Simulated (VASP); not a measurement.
Input of a VASP 6.6.1 run:

File INCAR:

```
ALGO = Normal ; EDIFF = 1E-6
ENCUT = 500 ; GGA = PS
GGA_COMPAT = False ; ISIF = 2
ISMEAR = 0 ; LASPH = True
LCHARG = False ; LREAL = False
LWAVE = False ; NBANDS = 16
NELM = 120 ; PREC = Accurate
SIGMA = 0.01
```

The input KPOINTS:

```
k-points
0
Gamma
  4 4 4
```

POSCAR

```
ZnSe
1.0
    0.0000000000      2.7885351440      2.7885351440
    2.7885351440      0.0000000000      2.7885351440
    2.7885351440      2.7885351440      0.0000000000
Zn Se
1 1
Direct
    0.0000000000      0.0000000000      0.0000000000
    0.2500000000      0.2500000000      0.2500000000
```

Potentials or basis: VASP PAW PBE potentials, release 64 (Zn, Se).

Command:

```bash
$ cat potpaw_PBE.64/Zn/POTCAR potpaw_PBE.64/Se/POTCAR > POTCAR
$ mpirun -np 1 vasp_std > vasp.out
```

(1) Estimate the pressure.

(2) What does it give for the band gap on the k mesh?

Answers

(1) 2.8 GPa.

(2) 1.35 eV, direct.

Caveat: the k points lie up to 0.49 Å⁻¹ apart; the PAW data sets were made with another functional, which shifts forces and pressure a little.
